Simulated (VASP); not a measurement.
Input of a VASP 6.6.1 run:

Contents of INCAR:

```
SYSTEM = Al3BiO
ALGO = Normal
EDIFF = 1E-6
EDIFFG = -0.04
ENCUT = 600
GGA = PE
IBRION = 2
ISIF = 3
ISMEAR = 0
LASPH = .True.
LCHARG = .False.
LREAL = .False.
LWAVE = .False.
NELM = 80
NSW = 90
PREC = Accurate
SIGMA = 0.1
```

The input KPOINTS:

```
k-points
0
Gamma
  4 4 4
  0 0 0
```

POSCAR

```
Al3BiO
1.0
    4.5251281500      0.0000000000      0.0000000000
    0.0000000000      4.5251281500      0.0000000000
    0.0000000000      0.0000000000      4.5254413100
Al Bi O
3 1 1
Direct
    0.0000000000      0.5000000000      0.5136640100
    0.0000000000      0.0000000000      0.0140310000
    0.5000000000      0.0000000000      0.5136640100
    0.0000000000      0.0000000000      0.5146020100
    0.5000000000      0.5000000000      0.0057300000
```

Potentials or basis: VASP PAW PBE potentials, release 64 (Al, Bi_d, O).

The run is started by

```bash
$ cat potpaw_PBE.64/Al/POTCAR potpaw_PBE.64/Bi_d/POTCAR potpaw_PBE.64/O/POTCAR > POTCAR
$ mpirun -np 1 vasp_std > vasp.out
```

Predict the space group after relaxing (to 0.05 Å).

P4mm (No. 99).

Estimate the relaxed volume.

21.05 Å³/atom.

What does it give for the band gap on the k mesh?

Zero (band 15 reaches 6.26 eV, above the bottom of band 16 at 3.99 eV).

The path:
| step | energy change (eV) | largest force (eV/Å) | pressure (GPa) | volume (Å³) |
| --- | --- | --- | --- | --- |
| 1 | 0.0000 | 0.0985 | 45.59 | 92.67 |
| 3 | -6.6887 | 0.0793 | 1.29 | 169.07 |
| 5 | -6.7193 | 0.0757 | 0.25 | 175.64 |
| 7 | -6.7213 | 0.1148 | 0.24 | 175.72 |
| 9 | -6.7246 | 0.1321 | 0.04 | 177.10 |
| 11 | -6.7274 | 0.1669 | -0.26 | 179.29 |
| 13 | -6.7414 | 0.2670 | -0.42 | 180.27 |
| 15 | -6.8552 | 0.6452 | -1.10 | 184.20 |
| 17 | -7.6607 | 1.9086 | -4.60 | 200.52 |
| 19 | -7.8336 | 2.4413 | -5.44 | 205.93 |
| 21 | -7.8406 | 2.5692 | -5.60 | 207.36 |
| 23 | -7.8412 | 2.5765 | -5.61 | 207.43 |
| 25 | -7.8434 | 2.6028 | -5.64 | 207.73 |
| 27 | -7.8449 | 2.7131 | -5.75 | 208.91 |
| 29 | -7.8484 | 2.6689 | -5.71 | 208.42 |
| 31 | -7.8725 | 2.6578 | -5.73 | 208.15 |
| 33 | -7.9689 | 2.6147 | -5.78 | 207.07 |
| 35 | -8.3534 | 2.4478 | -6.02 | 202.76 |
| 37 | -9.8453 | 1.8939 | -6.88 | 185.85 |
| 39 | -13.6725 | 2.1290 | -5.35 | 123.91 |
| 41 | -13.6784 | 1.8126 | -6.93 | 130.05 |
| 43 | -14.3737 | 1.6021 | 0.87 | 110.44 |
| 45 | -14.6013 | 1.2449 | 2.49 | 106.92 |
| 47 | -14.9222 | 1.1475 | 3.09 | 102.76 |
| 49 | -15.0273 | 0.4918 | -1.01 | 108.24 |
| 51 | -15.0643 | 0.4095 | -0.30 | 107.06 |
| 53 | -15.1022 | 0.3561 | 0.17 | 105.79 |
| 55 | -15.1143 | 0.0972 | -0.26 | 105.93 |
| 57 | -15.1157 | 0.0763 | 0.09 | 105.30 |
| 59 | -15.1165 | 0.0374 | 0.04 | 105.25 |

Caveat: spin-orbit coupling is left out, which moves the levels of the heavy elements.
